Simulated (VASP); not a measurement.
## HgTe (Coloradoite): single point with PBE

HgTe (Coloradoite):

```
Hg Te
1.0
     0.00000    3.21450    3.21450
     3.21450    0.00000    3.21450
     3.21450    3.21450    0.00000
Hg Te
1 1
Cartesian
  0.0000 0.0000 0.0000
  4.8217 4.8217 4.8217
```

```json
{
  "Program": "VASP 6.6.1",
  "Task": "single point",
  "Functional": "PBE",
  "Potentials or basis": "VASP PAW PBE potentials, release 64 (Hg, Te)",
  "Cutoff": "520 eV",
  "k mesh": "7 × 7 × 7",
  "Occupations": "gaussian, width 0.021 eV",
  "Spin": "no spin polarisation"
}
```

The pressure is 4.6 GPa and the band gap on the k mesh is zero (filled and empty bands touch).

Levels at points of the mesh, in eV from the Fermi level:
| k point | band 6 | band 7 | band 8 | band 9 | band 10 | band 11 | band 12 | band 13 |
| --- | --- | --- | --- | --- | --- | --- | --- | --- |
| (0.00, 0.00, 0.00) | -6.91 | -0.69 | -0.01 | -0.01 | -0.01 | 4.19 | 4.19 | 4.19 |

It took 34 s on 1 thread of Intel Xeon 8259CL, on a shared host, peak memory 0.21 GiB.

Caveat: spin-orbit coupling is left out, which moves the levels of the heavy elements.
